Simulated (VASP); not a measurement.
# BN (Pm) in VASP: notebook

The runs below take BN through single point, with PBE.

All numbers are computed with VASP 6.6.1; they aren't measurements. Logs are shortened: lines on timing, memory, paths and dates and some standing lists are left out, and cuts for length are marked.

## 1. The cell of the first run

It takes space group Pm (No. 6, monoclinic). The conventional cell has a = 2.504 Å, b = 6.661 Å, c = 2.504 Å, α = 90.00°, β = 120.00°, γ = 90.00°. Within 1.6 Å of B (site symmetry m) lie 2 N at 1.22 to 1.47 Å. B (site symmetry m) has 3 N at 1.45 Å within 1.9 Å. N (site symmetry m) has 3 B at 1.45 Å within 1.9 Å. N (site symmetry m) has 2 B at 1.22 to 1.47 Å within 1.6 Å.

## 2. Single point, PBE (mode 9 (1359.5 1/cm) frozen in, largest displacement -0.150 Å)

Contents of INCAR:

```
PREC = Accurate
ENCUT = 520
EDIFF = 1E-6
ISMEAR = 0
SIGMA = 0.05
LREAL = F
LASPH = T
NELM = 80
ALGO = Normal
ISIF = 2
LWAVE = F
LCHARG = F
GGA = PE
NBANDS = 16
```

Contents of KPOINTS:

```
Automatic mesh
0
Gamma
  12 12 4
```

Contents of POSCAR:

```
BN
1.0
    2.5039917043      0.0000000000      0.0000000000
   -1.2519958522      2.1685204268      0.0000000000
    0.0000000000      0.0000000000      6.6612000000
B N
2 2
Direct
    0.2734289815      0.6666666667      0.2500000000
    0.6666384220      0.3333333333      0.7500000000
    0.3333301235      0.6666666667      0.7500000000
    0.7129232761      0.3333333333      0.2500000000
```

Potentials or basis: VASP PAW PBE potentials, release 64 (B, N).

Run with:

```
$ cat potpaw_PBE.64/B/POTCAR potpaw_PBE.64/N/POTCAR > POTCAR
$ mpirun -np 1 vasp_std > vasp.out
```

OUTCAR:

```text
PREC = Accurate
   ENCUT = 520
   EDIFF = 1E-6
   ISMEAR = 0
   LREAL = F
   LASPH = T
   NELM = 80
   ISIF = 2
   GGA = PE

 ion  position               nearest neighbor table
   1  0.273  0.667  0.250-   4 1.22   4 1.47   4 1.68
   2  0.667  0.333  0.750-   3 1.45   3 1.45   3 1.45
   3  0.333  0.667  0.750-   2 1.45   2 1.45   2 1.45
   4  0.713  0.333  0.250-   1 1.22   1 1.47   1 1.68

  LATTYP: Found a hexagonal cell.
 ALAT       =     2.5039917043
 C/A-ratio  =     2.6602324555

  Lattice vectors:

 A1 = (   2.5039917043,   0.0000000000,   0.0000000000)
 A2 = (  -1.2519958522,   2.1685204268,   0.0000000000)
 A3 = (   0.0000000000,   0.0000000000,   6.6612000000)

Analysis of symmetry for initial positions (statically):
=====================================================================
 Subroutine PRICEL returns:
 Original cell was already a primitive cell.

 Routine SETGRP: Setting up the symmetry group for a
 hexagonal supercell.

 Subroutine GETGRP returns: Found  2 space group operations
 (whereof  1 operations were pure point group operations)
 out of a pool of 24 trial point group operations.

The static configuration has the point symmetry C_1 .
 The point group associated with its full space group is C_1h.

Analysis of symmetry for dynamics (positions and initial velocities):
=====================================================================
 Subroutine PRICEL returns:
 Original cell was already a primitive cell.

 Routine SETGRP: Setting up the symmetry group for a
 hexagonal supercell.

 Subroutine GETGRP returns: Found  2 space group operations
 (whereof  1 operations were pure point group operations)
 out of a pool of 24 trial point group operations.

The dynamic configuration has the point symmetry C_1 .
 The point group associated with its full space group is C_1h.

 Subroutine INISYM returns: Found  2 space group operations
 (whereof  1 operations are pure point group operations),
 and found     1 'primitive' translations

----------------------------------------------------------------------------------------

                                     Primitive cell

  volume of cell :      36.1700

  direct lattice vectors                    reciprocal lattice vectors
     2.503991704  0.000000000  0.000000000     0.399362345  0.230571958  0.000000000
    -1.251995852  2.168520427  0.000000000     0.000000000  0.461143915  0.000000000
     0.000000000  0.000000000  6.661200000     0.000000000  0.000000000  0.150123101

[... 90 lines left out ...]
   NSW    =      0    number of steps for IOM
   IBRION =     -1    ionic relax: 0-MD 1-quasi-New 2-CG
   NFREE  =      0    steps in history (QN), initial steepest desc. (CG)
   ISIF   =      2    stress and relaxation
   ISYM   =      2    0-nonsym 1-usesym 2-fastsym
   POTIM  = 0.5000    time-step for ionic-motion
   TEBEG  =    0.0;   TEEND  =   0.0 temperature during run
   PSTRESS=    0.0 pullay stress
   NELECT =      16.0000    total number of electrons
   NUPDOWN=      -1.0000    fix difference up-down
   EMIN   =  10.00;   EMAX   =-10.00  energy-range for DOS
   EFERMI =   0.00;   METHOD = LEGACY
   ISMEAR =     0;   SIGMA  =   0.05  broadening in eV -4-tet -1-fermi 0-gaus
   EFERMI_NEDOS =   21; number of points for ismear=-14 and -15
   IALGO  =     38    algorithm
   IMIX   =      4    mixing-type and parameters
     AMIX     =   0.40;   BMIX     =  1.00
     AMIX_MAG =   1.60;   BMIX_MAG =  1.00
  volume/ion in A,a.u.               =       9.04        61.02
  Fermi-wavevector in a.u.,A,eV,Ry     =   1.247379  2.357205 21.170055  1.555955
  Thomas-Fermi vector in A             =   2.381514
   LORBIT       =      0    0 simple, 1 ext, 2 COOP (PROOUT), +10 PAW based schemes
   GGA     = PE    functional components
   LHFCALC =     F    Hartree Fock is set to
   AEXX    =    0.0000 exact exchange contribution
   IVDW    =     0    specifies the selected vdW correction
   LEPSILON=     F    determine dielectric tensor
   LRPA    =     F    only Hartree local field effects (RPA)
 non-spin polarized calculation
 Gauss-broadening in eV      SIGMA  =   0.05
  energy-cutoff  :      520.00
  volume of cell :       36.17
 maximum number of plane-waves:       992
   NGX =  9   NGY =  9   NGZ = 25

 number of electron      15.9999998 magnetization

 Free energy of the ion-electron system (eV)
  ---------------------------------------------------
  ext. energy  EPLUGINS =         0.00000000
  ---------------------------------------------------
  free energy    TOTEN  =       -33.64883188 eV

  energy without entropy =      -33.64883188  energy(sigma->0) =      -33.64883188

 E-fermi :   3.9125     XC(G=0): -10.0260

 val. band max:        3.6272954006   @ k =   0.0000   0.0000   0.5000
 cond. band min:       5.8890116508   @ k =   0.5000   0.0000   0.5000
 fundamental gap:      2.2617162502
 Fermi energy:         3.9125363039

 k-point     1 :       0.0000    0.0000    0.0000
  band No.  band energies     occupation
      1     -15.5913      2.00000
      2     -15.3032      2.00000
      3      -4.0390      2.00000
      4      -1.9789      2.00000
      5      -1.8516      2.00000
      6       0.8674      2.00000
[... 433 lines left out ...]
      3      -3.3536      2.00000
      4      -2.7967      2.00000
      5      -2.0990      2.00000
      6      -0.8867      2.00000
[... 8 lines left out ...]
     15      17.3346      0.00000
     16      17.4379      0.00000

 [... further k-points ...]

------------------------ aborting loop because EDIFF is reached ----------------------------------------

  FORCE on cell =-STRESS in cart. coord.  units (eV):
  Direction    XX          YY          ZZ          XY          YZ          ZX
  --------------------------------------------------------------------------------------
  -------------------------------------------------------------------------------------
  Total        6.6561976      4.3635535      0.5938155      4.7096027      0.0000000      0.0000000
  in kB      294.8410265    193.2867197     26.3034828    208.6152154      0.0000000      0.0000000
  external PRESSURE =     171.4770763 kB  Pullay stress =       0.0000000 kB

 VOLUME and BASIS-vectors are now :
 -----------------------------------------------------------------------------
  energy-cutoff  :      520.00
  volume of cell :       36.17
      direct lattice vectors                 reciprocal lattice vectors
     2.503991704  0.000000000  0.000000000     0.399362345  0.230571958  0.000000000
    -1.251995852  2.168520427  0.000000000     0.000000000  0.461143915  0.000000000
     0.000000000  0.000000000  6.661200000     0.000000000  0.000000000  0.150123101

 POSITION                                       TOTAL-FORCE (eV/Angst)
 -----------------------------------------------------------------------------------
     -0.15000      1.44568      1.66530        11.705790      5.259221      0.000000
      1.25193      0.72284      4.99590         0.003673     -0.001170      0.000000
     -0.00001      1.44568      4.99590         0.005922      0.010583      0.000000
      1.36782      0.72284      1.66530       -11.715385     -5.268635      0.000000
 -----------------------------------------------------------------------------------
    total drift:                               -0.000288     -0.000131      0.000000

  FREE ENERGIE OF THE ION-ELECTRON SYSTEM (eV)
  ---------------------------------------------------
  free  energy   TOTEN  =       -33.6488318844 eV

  energy  without entropy=      -33.6488318844  energy(sigma->0) =      -33.64883188
```

OSZICAR:

```text
N       E                     dE             d eps       ncg     rms          rms(c)
DAV:   1     0.508132370014E+02    0.50813E+02   -0.80035E+03  7136   0.921E+02
DAV:   2    -0.344867098758E+02   -0.85300E+02   -0.78094E+02  9752   0.224E+02
DAV:   3    -0.377814881548E+02   -0.32948E+01   -0.32827E+01  9024   0.442E+01
DAV:   4    -0.378021395113E+02   -0.20651E-01   -0.20649E-01  9112   0.388E+00
DAV:   5    -0.378023265093E+02   -0.18700E-03   -0.18699E-03  9136   0.350E-01    0.122E+01
DAV:   6    -0.340654648639E+02    0.37369E+01   -0.58581E+00  9344   0.191E+01    0.539E+00
DAV:   7    -0.337310567745E+02    0.33441E+00   -0.69618E-01  9696   0.627E+00    0.329E+00
DAV:   8    -0.336500911994E+02    0.80966E-01   -0.21678E-01  9304   0.337E+00    0.448E-01
DAV:   9    -0.336479085062E+02    0.21827E-02   -0.16709E-02  8032   0.110E+00    0.232E-01
DAV:  10    -0.336486253604E+02   -0.71685E-03   -0.13546E-03  8584   0.300E-01    0.646E-02
DAV:  11    -0.336488001098E+02   -0.17475E-03   -0.21475E-04  8264   0.120E-01    0.388E-02
DAV:  12    -0.336488285134E+02   -0.28404E-04   -0.40470E-05  8544   0.503E-02    0.781E-03
DAV:  13    -0.336488315085E+02   -0.29950E-05   -0.33896E-06  8944   0.142E-02    0.214E-03
DAV:  14    -0.336488318844E+02   -0.37592E-06   -0.50832E-07  6736   0.499E-03
   1 F= -.33648832E+02 E0= -.33648832E+02  d E =-.113512E-17
```

stdout:

```text
POSCAR found type information on POSCAR B N
 POSCAR found :  2 types and       4 ions
 scaLAPACK will be used
 LDA part: xc-table for (Slater+PW92), standard interpolation
 POSCAR, INCAR and KPOINTS ok, starting setup
 FFT: planning ... GRIDC
 FFT: planning ... GRID_SOFT
 FFT: planning ... GRID
 WAVECAR not read
 entering main loop
```

Wall time 88 s (1 thread of Intel Xeon Platinum 8375C at 2.90GHz (Ice Lake), shared host); peak memory 0.22 GiB.

Results:

```yaml
Free_energy: -33.6488 eV
Pressure: 17.1 GPa
Largest_force: 12.846 eV/Å
Band_gap_on_the_k_mesh: 2.26 eV, indirect (least direct gap 3.82 eV)
```

Forces on the atoms (eV/Å):
```
B    11.706   5.259   0.000
B     0.004  -0.001   0.000
N     0.006   0.011   0.000
N   -11.715  -5.269   0.000
```

Caveat: the cell differs from its parent crystal (mode 9 (1359.5 1/cm) frozen in, largest displacement -0.150 Å); this functional lacks dispersion, which binds the layers, so the pressure and a relaxed spacing across them are unreliable; forces of over 1 eV/Å act on the atoms, so gaps and moduli don't describe the material at rest.

[end of part 1 of 3]
